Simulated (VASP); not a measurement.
# TiO2 (P4_2nm) in VASP: notebook, part 2 of 2

VASP 6.6.1.

## 3. Single point, PBE+U (atoms displaced along a vibrational mode)

The input, INCAR:

```
SYSTEM = TiO2
  PREC = Accurate
  ENCUT = 520
  EDIFF = 1E-6
  ISMEAR = 0
  SIGMA = 0.05
  LREAL = .FALSE.
  LASPH = .TRUE.
  NELM = 150
  ALGO = Normal
  ISIF = 2
  LWAVE = .FALSE.
  LCHARG = .TRUE.
  LMAXMIX = 4
  LDAU = .TRUE.
  LDAUTYPE = 2
  LDAUL = 2 -1
  LDAUU = 4 0
  LDAUJ = 0 0
  LDAUPRINT = 1
  GGA = PE
  LELF = .TRUE.
  LVHAR = .TRUE.
  NBANDS = 33
```

The input, KPOINTS:

```
Automatic mesh
0
G
  6 6 10
  0 0 0
```

The input, POSCAR:

```
TiO2
1.0
    4.6403824120      0.0000000000      0.0000000000
    0.0000000000      4.6403824120      0.0000000000
    0.0000000000      0.0000000000      3.0063836717
Ti O
2 4
Direct
    0.0000000000      0.0000000000      0.0277940755
    0.5000000000      0.5000000000      0.5277940755
    0.3056475955      0.3056475955     -0.0415781928
    0.1943524045      0.8056475955      0.4584218072
    0.6943524045      0.6943524045     -0.0415781928
    0.8056475955      0.1943524045      0.4584218072
```

Potentials or basis: VASP PAW PBE potentials, release 64 (Ti_sv, O).

Launch:

```bash
> cat potpaw_PBE.64/Ti_sv/POTCAR potpaw_PBE.64/O/POTCAR > POTCAR
> mpirun -np 1 vasp_std > vasp.out
```

It took 3.5 min on 1 thread of Intel Xeon 8259CL, shared host; peak memory 0.24 GiB.

Results (log left out):

```
Free energy            : -48.1107 eV
Pressure               : 10.4 GPa
Largest force          : 1.927 eV/Å
Band gap on the k mesh : 2.75 eV (least direct gap 3.12 eV)
```

Forces on the atoms (eV/Å):
```
Ti   0.000  0.000 -1.927
Ti   0.000  0.000 -1.927
O   -0.597 -0.597  0.963
O    0.597 -0.597  0.963
O    0.597  0.597  0.963
O   -0.597  0.597  0.963
```

Stress tensor (GPa, compression positive):
```
 9.13  0.00  0.00
 0.00  9.13  0.00
 0.00  0.00 12.96
```

Levels at points of the mesh, in eV from the valence-band top:
```tsv
k point	band 21	band 22	band 23	band 24	band 25	band 26	band 27	band 28
(0.00, 0.00, 0.00)	-1.16	-0.69	-0.69	0.00	3.20	3.25	3.25	3.64
(0.50, 0.00, 0.00)	-1.52	-1.52	-0.73	-0.73	2.95	2.95	4.19	4.19
(0.50, 0.50, 0.00)	-1.67	-1.67	-1.23	-1.23	3.14	3.14	3.55	3.55
(0.00, 0.00, 0.50)	-2.18	-2.18	-1.30	-1.30	3.74	3.74	3.99	3.99
(0.50, 0.00, 0.50)	-1.76	-1.76	-1.04	-1.04	2.82	2.82	4.01	4.01
(0.50, 0.50, 0.50)	-1.48	-0.84	-0.57	-0.57	2.83	3.86	3.89	3.89
```

Eigenvalues of the final occupation matrices:
| site | spin | trace | eigenvalues |
| --- | --- | --- | --- |
| site 1 d | 1 | 0.83 | 0.10 0.11 0.11 0.23 0.28 |
| site 1 d | 2 | 0.83 | 0.10 0.11 0.11 0.23 0.28 |
| site 2 d | 1 | 0.83 | 0.10 0.11 0.11 0.23 0.28 |
| site 2 d | 2 | 0.83 | 0.10 0.11 0.11 0.23 0.28 |

Caveat: the cell differs from its parent crystal (atoms displaced along a vibrational mode); the cell stands under pressure; forces of over 1 eV/Å act on the atoms, so gaps and moduli don't describe the material at rest. A k mesh can miss the band edges.

## 4. Single point, PBE+U (atoms displaced along a vibrational mode)

The input, INCAR:

```
SYSTEM = TiO2
PREC = Accurate
ENCUT = 520
EDIFF = 1E-6
ISMEAR = 0
SIGMA = 0.05
LREAL = .FALSE.
LASPH = .TRUE.
NELM = 150
ALGO = Normal
ISIF = 2
LWAVE = .FALSE.
LCHARG = .FALSE.
LMAXMIX = 4
LDAU = .TRUE.
LDAUTYPE = 2
LDAUL = 2 -1
LDAUU = 4 0
LDAUJ = 0 0
LDAUPRINT = 1
GGA = PE
NBANDS = 33
```

KPOINTS is that of step 3.

The input, POSCAR:

```
TiO2
1.0
    4.6403824120      0.0000000000      0.0000000000
    0.0000000000      4.6403824120      0.0000000000
    0.0000000000      0.0000000000      3.0063836717
Ti O
2 4
Direct
    0.0000000000      0.0000000000      0.0166764453
    0.5000000000      0.5000000000      0.5166764453
    0.3056475955      0.3056475955     -0.0249469157
    0.1943524045      0.8056475955      0.4750530843
    0.6943524045      0.6943524045     -0.0249469157
    0.8056475955      0.1943524045      0.4750530843
```

Potentials or basis: VASP PAW PBE potentials, release 64 (Ti_sv, O).

Launch:

```bash
> cat potpaw_PBE.64/Ti_sv/POTCAR potpaw_PBE.64/O/POTCAR > POTCAR
> mpirun -np 1 vasp_std > vasp.out
```

OUTCAR:

```text
SYSTEM = TiO2
   PREC = Accurate
   ENCUT = 520
   EDIFF = 1E-6
   ISMEAR = 0
   LREAL = .FALSE.
   LASPH = .TRUE.
   NELM = 150
   ISIF = 2
   GGA = PE

 ion  position               nearest neighbor table
   1  0.000  0.000  0.017-   4 1.88   6 1.88   5 2.01   3 2.01   4 2.07   6 2.07
   2  0.500  0.500  0.517-   3 1.88   5 1.88   4 2.01   6 2.01   3 2.07   5 2.07
   3  0.306  0.306  0.975-   2 1.88   1 2.01   2 2.07
   4  0.194  0.806  0.475-   1 1.88   2 2.01   1 2.07
   5  0.694  0.694  0.975-   2 1.88   1 2.01   2 2.07
   6  0.806  0.194  0.475-   1 1.88   2 2.01   1 2.07

[... 1143 lines left out ...]
  -------------------------------------------------------------------------------------
  Total        2.2889729      2.2889729      3.0403543      0.0000000      0.0000000      0.0000000
  in kB       56.6499184     56.6499184     75.2458972      0.0000000      0.0000000      0.0000000
  external PRESSURE =      62.8485780 kB  Pullay stress =       0.0000000 kB

 VOLUME and BASIS-vectors are now :
 -----------------------------------------------------------------------------
  energy-cutoff  :      520.00
  volume of cell :       64.74
      direct lattice vectors                 reciprocal lattice vectors
     4.640382412  0.000000000  0.000000000     0.215499481  0.000000000  0.000000000
     0.000000000  4.640382412  0.000000000     0.000000000  0.215499481  0.000000000
     0.000000000  0.000000000  3.006383672     0.000000000  0.000000000  0.332625543

 POSITION                                       TOTAL-FORCE (eV/Angst)
 -----------------------------------------------------------------------------------
      0.00000      0.00000      0.05014         0.000000     -0.000000     -0.916616
      2.32019      2.32019      1.55333         0.000000     -0.000000     -0.916616
      1.41832      1.41832      2.93138        -0.271928     -0.271928      0.458308
      0.90187      3.73851      1.42819         0.271928     -0.271928      0.458308
      3.22206      3.22206      2.93138         0.271928      0.271928      0.458308
      3.73851      0.90187      1.42819        -0.271928      0.271928      0.458308
 -----------------------------------------------------------------------------------
    total drift:                                0.000000      0.000000      0.000475

  FREE ENERGIE OF THE ION-ELECTRON SYSTEM (eV)
  ---------------------------------------------------
  free  energy   TOTEN  =       -48.3417297631 eV

  energy  without entropy=      -48.3417297631  energy(sigma->0) =      -48.34172976
```

Wall time 3.4 min (1 thread of Intel Xeon 8259CL, shared host); peak memory 0.24 GiB.

What came out:

```
Free energy            : -48.3417 eV
Pressure               : 6.3 GPa
Largest force          : 0.917 eV/Å
Band gap on the k mesh : 2.51 eV (least direct gap 2.65 eV)
```

Forces in eV/Å, atoms in the order of the input:
```
Ti   0.000  0.000 -0.917
Ti   0.000  0.000 -0.917
O   -0.272 -0.272  0.458
O    0.272 -0.272  0.458
O    0.272  0.272  0.458
O   -0.272  0.272  0.458
```

Levels at points of the mesh, in eV from the valence-band top:
```
           k point  band 20  band 21  band 22  band 23  band 24  band 25  band 26  band 27  band 28  band 29
(0.00, 0.00, 0.00)    -2.14    -0.97    -0.59    -0.59     0.00     2.65     2.80     2.98     3.18     3.18
(0.50, 0.00, 0.00)    -2.76    -1.63    -1.63    -0.74    -0.74     2.84     2.84     3.75     3.75     4.02
(0.50, 0.50, 0.00)    -1.95    -1.54    -1.54    -1.18    -1.18     2.63     2.63     3.15     3.15     4.23
(0.00, 0.00, 0.50)    -2.78    -2.21    -2.21    -1.40    -1.40     3.46     3.46     3.69     3.69     4.07
(0.50, 0.00, 0.50)    -2.47    -1.87    -1.87    -1.05    -1.05     2.52     2.52     3.74     3.74     4.27
(0.50, 0.50, 0.50)    -2.75    -1.39    -0.97    -0.67    -0.67     2.75     3.49     3.67     3.67     3.67
```

Eigenvalues of the final occupation matrices:
| site | spin | trace | eigenvalues |
| --- | --- | --- | --- |
| site 1 d | 1 | 0.80 | 0.09 0.10 0.10 0.24 0.27 |
| site 1 d | 2 | 0.80 | 0.09 0.10 0.10 0.24 0.27 |
| site 2 d | 1 | 0.80 | 0.09 0.10 0.10 0.24 0.27 |
| site 2 d | 2 | 0.80 | 0.09 0.10 0.10 0.24 0.27 |

Caveat: the cell differs from its parent crystal (atoms displaced along a vibrational mode); the cell stands under pressure.

## 5. Overview

| cell | gap on the mesh (eV) | pressure (GPa) | largest force (eV/Å) |
| --- | --- | --- | --- |
| as given, atomic positions A | 3.08 | 16.6 | 3.44 |
| as given, atomic positions B | 2.75 | 10.4 | 1.93 |
| as given, atomic positions C | 2.51 | 6.3 | 0.92 |

Alike in all rows: task single point; level PBE+U; potentials or basis VASP PAW PBE potentials, release 64 (Ti_sv, O); no spin polarisation; Ti d U = 4.0 eV; k mesh 6 × 6 × 10; cutoff (eV) 520; smearing gaussian 0.05 eV.

Caveats: the cell stands under pressure; forces of over 1 eV/Å act on the atoms, so gaps and moduli don't describe the material at rest (at least some runs).

Total energies depend on the potentials used, so only differences within one code and one set of settings carry meaning.
